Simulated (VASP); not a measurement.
# W: single point with PBE

The system is W.

```xyz
1
Lattice="-1.5654 1.5654 1.5973 1.5654 -1.5654 1.5973 1.5654 1.5654 -1.5973" Properties=species:S:1:pos:R:3 pbc="T T T"
W     0.0000    0.0000    0.0000
```

This cell differs from its parent crystal: x and y stretched by -2 %, z held.

```json
{
  "Program": "VASP 6.6.1",
  "Task": "single point",
  "Functional": "PBE",
  "Potentials or basis": "VASP PAW PBE potentials, release 64 (W_sv)",
  "Cutoff": "520 eV",
  "k mesh": "14 × 14 × 14",
  "Occupations": "fermi-dirac, width 0.03 eV",
  "Spin": "no spin polarisation"
}
```

* Pressure: 10.7 GPa
* Band gap on the k mesh: zero (band 7 reaches 16.82 eV, above the bottom of band 8 at 10.52 eV)

Stress tensor (GPa, compression positive):
```
12.27  0.00  0.00
 0.00 12.27  0.00
 0.00  0.00  7.56
```

Levels at points of the mesh, in eV from the Fermi level:
```
           k point  band 4  band 5  band 6  band 7  band 8  band 9  band 10  band 11
(0.00, 0.00, 0.00)  -37.81   -9.80   -1.43   -1.43   -1.16    2.01     2.37    14.20
(0.50, 0.00, 0.00)  -37.81   -6.45   -3.63    0.58    1.94    3.07     6.14    11.14
(0.50, 0.50, 0.00)  -37.83   -6.45   -3.91    0.74    2.34    3.21     6.21    11.30
(0.50, 0.50, 0.50)  -38.73   -6.06   -6.00    5.10    5.19    5.19     7.89     8.44
```

Run time: 54 s on 1 thread of Intel Xeon 8259CL, with other jobs on the host, peak memory 0.16 GiB.

Caveat: the cell differs from its parent crystal (x and y stretched by -2 %, z held); spin-orbit coupling is left out, which moves the levels of the heavy elements.
